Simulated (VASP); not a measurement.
# AlP in VASP: relaxation of the atoms with PBE

Aim: the relaxation of the atoms of AlP with PBE.

Everything below comes from runs of VASP 6.6.1. Logs are shortened: lines on timing, memory, paths and dates and some standing lists are left out, and cuts for length are marked.

### 1 The cell of the first run

The cell holds a slab with vacuum, 24 atoms: a = 7.788 Å, b = 7.788 Å, c = 23.154 Å, α = 90.00°, β = 90.00°, γ = 120.00°.

### 2 Relaxation of the atoms, PBE

INCAR reads:

```
SYSTEM = AlP
  ALGO = Normal
  DIPOL = 0.5 0.5 0.500
  EDIFF = 1E-6
  EDIFFG = -0.03
  ENCUT = 520
  GGA = PE
  IBRION = 2
  IDIPOL = 3
  ISIF = 2
  ISMEAR = 0
  LASPH = .TRUE.
  LCHARG = .FALSE.
  LDIPOL = .TRUE.
  LREAL = Auto
  LWAVE = .FALSE.
  NELM = 100
  NSW = 90
  PREC = Accurate
  SIGMA = 0.05
```

KPOINTS reads:

```
k-points
0
G
  2 2 1
  0 0 0
```

POSCAR reads:

```
AlP
1.0
    7.7877928730      0.0000000000      0.0000000000
   -3.8938964365      6.7444264675      0.0000000000
    0.0000000000      0.0000000000     23.1535445355
P Al
12 12
Selective dynamics
Direct
    0.5000000000      0.0000000000      0.3455194511  F F F
    0.5000000000      0.5000000000      0.3455194511  F F F
    0.0000000000      0.0000000000      0.3455194511  F F F
    0.0000000000      0.5000000000      0.3455194511  F F F
    0.6666666667      0.8333333333      0.4828354946  F F F
    0.6666666667      0.3333333333      0.4828354946  F F F
    0.1666666667      0.8333333333      0.4828354946  F F F
    0.1666666667      0.3333333333      0.4828354946  F F F
    0.8333333333      0.6666666667      0.6201515380  T T T
    0.8333333333      0.1666666667      0.6201515380  T T T
    0.3333333333      0.6666666667      0.6201515380  T T T
    0.3333333333      0.1666666667      0.6201515380  T T T
    0.1666666667      0.8333333333      0.3798484620  F F F
    0.1666666667      0.3333333333      0.3798484620  F F F
    0.6666666667      0.8333333333      0.3798484620  F F F
    0.6666666667      0.3333333333      0.3798484620  F F F
    0.3333333333      0.6666666667      0.5171645054  T T T
    0.3333333333      0.1666666667      0.5171645054  T T T
    0.8333333333      0.6666666667      0.5171645054  T T T
    0.8333333333      0.1666666667      0.5171645054  T T T
    0.5000000000      0.5000000000      0.6544805489  T T T
    0.5000000000      0.0000000000      0.6544805489  T T T
    0.0000000000      0.5000000000      0.6544805489  T T T
    0.0000000000      0.0000000000      0.6544805489  T T T
```

Potentials or basis: VASP PAW PBE potentials, release 64 (P, Al).

The run is started by

```console
$ cat potpaw_PBE.64/P/POTCAR potpaw_PBE.64/Al/POTCAR > POTCAR
$ mpirun -np 1 vasp_std > vasp.out
```

OUTCAR:

```text
SYSTEM = AlP
   EDIFF = 1E-6
   EDIFFG = -0.03
   ENCUT = 520
   GGA = PE
   IBRION = 2
   ISIF = 2
   ISMEAR = 0
   LASPH = .TRUE.
   LREAL = Auto
   NELM = 100
   NSW = 90
   PREC = Accurate

 ion  position               nearest neighbor table
   1  0.500  0.000  0.346-  13 2.38  16 2.38  15 2.38
   2  0.500  0.500  0.346-  14 2.38  15 2.38  16 2.38
   3  0.000  0.000  0.346-  15 2.38  14 2.38  13 2.38
   4  0.000  0.500  0.346-  16 2.38  13 2.38  14 2.38
   5  0.667  0.833  0.483-  19 2.38  17 2.38  20 2.38  15 2.38
   6  0.667  0.333  0.483-  20 2.38  18 2.38  19 2.38  16 2.38
   7  0.167  0.833  0.483-  17 2.38  19 2.38  18 2.38  13 2.38
   8  0.167  0.333  0.483-  18 2.38  20 2.38  17 2.38  14 2.38
   9  0.833  0.667  0.620-  21 2.38  24 2.38  19 2.38  23 2.38
  10  0.833  0.167  0.620-  22 2.38  23 2.38  20 2.38  24 2.38
[... 21 lines left out ...]
 A1 = (   7.7877928730,   0.0000000000,   0.0000000000)
 A2 = (  -3.8938964365,   6.7444264675,   0.0000000000)
 A3 = (   0.0000000000,   0.0000000000,  23.1535445355)

Analysis of symmetry for initial positions (statically):
=====================================================================
 Subroutine PRICEL returns following result:

  LATTYP: Found a hexagonal cell.
 ALAT       =     3.8938964365
 C/A-ratio  =     5.9461120533
[... 12 lines left out ...]
 Subroutine GETGRP returns: Found  6 space group operations
 (whereof  6 operations were pure point group operations)
 out of a pool of 24 trial point group operations.

The static configuration has the point symmetry C_3v.

Analysis of symmetry for dynamics (positions and initial velocities):
=====================================================================
 Subroutine PRICEL returns following result:

  LATTYP: Found a hexagonal cell.
 ALAT       =     3.8938964365
 C/A-ratio  =     5.9461120533
[... 12 lines left out ...]
 Subroutine GETGRP returns: Found  6 space group operations
 (whereof  6 operations were pure point group operations)
 out of a pool of 24 trial point group operations.

The dynamic configuration has the point symmetry C_3v.

Analysis of constrained symmetry for selective dynamics:
=====================================================================
 Subroutine PRICEL returns following result:

  LATTYP: Found a hexagonal cell.
 ALAT       =     3.8938964365
 C/A-ratio  =     5.9461120533
[... 12 lines left out ...]
 Subroutine GETGRP returns: Found  6 space group operations
 (whereof  6 operations were pure point group operations)
 out of a pool of 24 trial point group operations.

The constrained configuration has the point symmetry C_3v.

 Subroutine INISYM returns: Found  6 space group operations
 (whereof  6 operations are pure point group operations),
 and found     4 'primitive' translations

----------------------------------------------------------------------------------------

                                     Primitive cell

  volume of cell :     304.0303

  direct lattice vectors                    reciprocal lattice vectors
     3.893896436  0.000000000  0.000000000     0.256812172  0.148270576  0.000000000
    -1.946948218  3.372213234  0.000000000     0.000000000  0.296541153  0.000000000
     0.000000000  0.000000000 23.153544536     0.000000000  0.000000000  0.043189931

  length of vectors
     3.893896436  3.893896437 23.153544536     0.296541153  0.296541153  0.043189931

  position of ions in fractional coordinates (direct lattice)
     0.000000000  0.000000000  0.345519451
     0.333333333  0.666666667  0.482835495
     0.666666667  0.333333333  0.620151538
     0.333333333  0.666666667  0.379848462
     0.666666667  0.333333333  0.517164505
     0.000000000  0.000000000  0.654480549

  ion indices of the primitive-cell ions
   primitive index   ion index
                 1           1
                 2           5
                 3          12
                 4          15
                 5          18
                 6          22

----------------------------------------------------------------------------------------
[... 26 lines left out ...]
            Coordinates               Weight
  0.000000  0.000000  0.000000      1.000000
  0.500000  0.000000  0.000000      3.000000
   k-points           NKPTS =      2   k-points in BZ     NKDIM =      2   number of bands    NBANDS=     61
   number of dos      NEDOS =    301   number of ions     NIONS =     24
   total plane-waves  NPLWV = 648000
   dimension x,y,z NGX =    60 NGY =   60 NGZ =  180
   dimension x,y,z NGXF=   120 NGYF=  120 NGZF=  360
   ions per type =              12  12
   NGX,Y,Z   is equivalent  to a cutoff of  12.81, 12.81, 12.92 a.u.
   NGXF,Y,Z  is equivalent  to a cutoff of  25.62, 25.62, 25.85 a.u.
 SYSTEM =  AlP
   PREC   = accura    normal or accurate (medium, high low for compatibility)
   ISTART =      0    job   : 0-new  1-cont  2-samecut
   ICHARG =      2    charge: 1-file 2-atom 10-const
   ISPIN  =      1    spin polarized calculation?
   LNONCOLLINEAR =      F non collinear calculations
   LSORBIT =      F    spin-orbit coupling
   LASPH  =      T    aspherical Exc in radial PAW
   ENCUT  =  520.0 eV  38.22 Ry    6.18 a.u.  14.48 14.48 43.05*2*pi/ulx,y,z
   NELM   =    100;   NELMIN=  2; NELMDL= -5     # of ELM steps
   EDIFF  = 0.1E-05   stopping-criterion for ELM
   LREAL  =      T    real-space projection
   EDIFFG = -.3E-01   stopping-criterion for IOM
   NSW    =     90    number of steps for IOM
   IBRION =      2    ionic relax: 0-MD 1-quasi-New 2-CG
   NFREE  =      1    steps in history (QN), initial steepest desc. (CG)
   ISIF   =      2    stress and relaxation
   ISYM   =      2    0-nonsym 1-usesym 2-fastsym
   POTIM  = 0.5000    time-step for ionic-motion
   TEBEG  =    0.0;   TEEND  =   0.0 temperature during run
   PSTRESS=    0.0 pullay stress
   NELECT =      96.0000    total number of electrons
   NUPDOWN=      -1.0000    fix difference up-down
   EMIN   =  10.00;   EMAX   =-10.00  energy-range for DOS
   EFERMI =   0.00;   METHOD = LEGACY
   ISMEAR =     0;   SIGMA  =   0.05  broadening in eV -4-tet -1-fermi 0-gaus
   EFERMI_NEDOS =   21; number of points for ismear=-14 and -15
   IALGO  =     38    algorithm
   IMIX   =      4    mixing-type and parameters
     AMIX     =   0.40;   BMIX     =  1.00
     AMIX_MAG =   1.60;   BMIX_MAG =  1.00
  volume/ion in A,a.u.               =      50.67       341.95
  Fermi-wavevector in a.u.,A,eV,Ry     =   0.702273  1.327104  6.710231  0.493188
  Thomas-Fermi vector in A             =   1.786928
   LORBIT       =      0    0 simple, 1 ext, 2 COOP (PROOUT), +10 PAW based schemes
   GGA     = PE    functional components
   LHFCALC =     F    Hartree Fock is set to
   AEXX    =    0.0000 exact exchange contribution
   IVDW    =     0    specifies the selected vdW correction
   LEPSILON=     F    determine dielectric tensor
   LRPA    =     F    only Hartree local field effects (RPA)
 conjugate gradient relaxation of ions
 non-spin polarized calculation
 Gauss-broadening in eV      SIGMA  =   0.05
  energy-cutoff  :      520.00
  volume of cell :     1216.12
 maximum number of plane-waves:     32721
 NGX is ok and might be reduce to    60
   NGX = 29   NGY = 29   NGZ = 87

--------------------------------------- Ionic step        1  -------------------------------------------

 number of electron      95.9999995 magnetization

 Free energy of the ion-electron system (eV)
  ---------------------------------------------------
  ext. energy  EPLUGINS =         0.00000000
  ---------------------------------------------------
  free energy    TOTEN  =      -113.04085483 eV

  energy without entropy =     -113.00344344  energy(sigma->0) =     -113.02214914

------------------------ aborting loop because EDIFF is reached ----------------------------------------

  FORCE on cell =-STRESS in cart. coord.  units (eV):
  Direction    XX          YY          ZZ          XY          YZ          ZX
  --------------------------------------------------------------------------------------
  -------------------------------------------------------------------------------------
  Total       -4.5543885     -4.5543885      5.1352784     -0.0000000      0.0000000      0.0000000
  in kB       -6.0001727     -6.0001727      6.7654653     -0.0000000      0.0000000      0.0000000
  external PRESSURE =      -1.7449600 kB  Pullay stress =       0.0000000 kB
[... 155 lines left out ...]
  FREE ENERGIE OF THE ION-ELECTRON SYSTEM (eV)
  ---------------------------------------------------
  free  energy   TOTEN  =      -113.3958764438 eV

  energy  without entropy=     -113.3699232651  energy(sigma->0) =     -113.38289985

[... ionic steps 4 to 9 ...]

--------------------------------------- Ionic step       10  -------------------------------------------

 number of electron      95.9999993 magnetization

------------------------ aborting loop because EDIFF is reached ----------------------------------------
[... 111 lines left out ...]
--------------------------------------- Ionic step       12  -------------------------------------------

 number of electron      95.9999996 magnetization

 dipolmoment           0.000000      0.000000     -0.946708 electrons x Angstroem

 Free energy of the ion-electron system (eV)
  ---------------------------------------------------
  ext. energy  EPLUGINS =         0.00000000
  ---------------------------------------------------
  free energy    TOTEN  =      -113.43580109 eV

  energy without entropy =     -113.41122526  energy(sigma->0) =     -113.42351318

 E-fermi :  -0.5868     XC(G=0):  -4.3647

 val. band max:       -0.5993512442   @ k =   0.0000   0.0000   0.0000
 cond. band min:      -0.5257646641   @ k =   0.0000   0.0000   0.0000
 fundamental gap:      0.0735865801
 Fermi energy:        -0.5867676148

 k-point     1 :       0.0000    0.0000    0.0000
  band No.  band energies     occupation
      1     -13.4257      2.00000
      2     -12.2232      2.00000
      3     -12.0920      2.00000
      4     -12.0920      2.00000
      5     -12.0920      2.00000
      6     -11.0056      2.00000
[... 52 lines left out ...]
     59       1.2942      0.00000
     60       1.6533      0.00000

 k-point     2 :       0.5000    0.0000    0.0000
  band No.  band energies     occupation
      1     -12.8912      2.00000
      2     -12.8912      2.00000
      3     -12.1281      2.00000
      4     -12.1281      2.00000
      5     -11.7134      2.00000
      6     -11.7134      2.00000
[... 52 lines left out ...]
     59       2.2278      0.00000
     60       2.2278      0.00000
 [bands above 60 left out]

------------------------ aborting loop because EDIFF is reached ----------------------------------------

 vacuum level on the upper side and lower side of the slab       (xc-potential included)        -1.598         1.590

  FORCE on cell =-STRESS in cart. coord.  units (eV):
  Direction    XX          YY          ZZ          XY          YZ          ZX
  --------------------------------------------------------------------------------------
  -------------------------------------------------------------------------------------
  Total       -0.0295732     -0.0295732      5.2033034      0.0000000      0.0000000     -0.0000000
  in kB       -0.0389612     -0.0389612      6.8550848      0.0000000      0.0000000     -0.0000000
  external PRESSURE =       2.2590541 kB  Pullay stress =       0.0000000 kB
[... 39 lines left out ...]
  FREE ENERGIE OF THE ION-ELECTRON SYSTEM (eV)
  ---------------------------------------------------
  free  energy   TOTEN  =      -113.4358010927 eV

  energy  without entropy=     -113.4112252649  energy(sigma->0) =     -113.42351318

 reached required accuracy - stopping structural energy minimisation

 vacuum level on the upper side and lower side of the slab         2.486         5.744
```

Wall time 66 min (1 thread of Intel Xeon Platinum 8488C (Sapphire Rapids), shared host); peak memory 1.3 GiB.

Results:

```
Free energy               : -113.4358 eV
Energy gained by relaxing : 16.5 meV/atom
Ionic steps               : 12
Band gap on the k mesh    : zero (filled and empty bands touch)
```

Step by step:
```
step  energy change (eV)  largest force on free atoms (eV/Å)  pressure (GPa)
   1              0.0000                              1.0452           -0.17
   2             -0.2794                              0.4048           -0.14
   3             -0.3550                              0.1391           -0.05
   4             -0.3562                              0.1522           -0.06
   5             -0.3562                              0.1575           -0.06
   6             -0.3627                              0.1371           -0.04
   7             -0.3746                              0.0695            0.00
   8             -0.3672                              0.2069            0.09
   9             -0.3766                              0.1027            0.03
  10             -0.3832                              0.0806            0.07
  11             -0.3941                              0.0361            0.18
  12             -0.3949                              0.0211            0.23
```

Final structure:
```
P Al
1.0
     7.78779    0.00000    0.00000
    -3.89390    6.74443    0.00000
     0.00000    0.00000   23.15354
P Al
12 12
Direct
  0.50000 0.00000 0.34552
  0.50000 0.50000 0.34552
  0.00000 0.00000 0.34552
  0.00000 0.50000 0.34552
  0.66667 0.83333 0.48284
  0.66667 0.33333 0.48284
  0.16667 0.83333 0.48284
  0.16667 0.33333 0.48284
  0.83333 0.66667 0.62179
  0.83333 0.16667 0.62179
  0.33333 0.66667 0.62179
  0.33333 0.16667 0.62179
  0.16667 0.83333 0.37985
  0.16667 0.33333 0.37985
  0.66667 0.83333 0.37985
  0.66667 0.33333 0.37985
  0.33333 0.66667 0.51290
  0.33333 0.16667 0.51290
  0.83333 0.66667 0.51290
  0.83333 0.16667 0.51290
  0.50000 0.50000 0.64645
  0.50000 0.00000 0.64645
  0.00000 0.50000 0.64645
  0.00000 0.00000 0.64645
```

Caveat: the k points lie up to 0.47 Å⁻¹ apart.
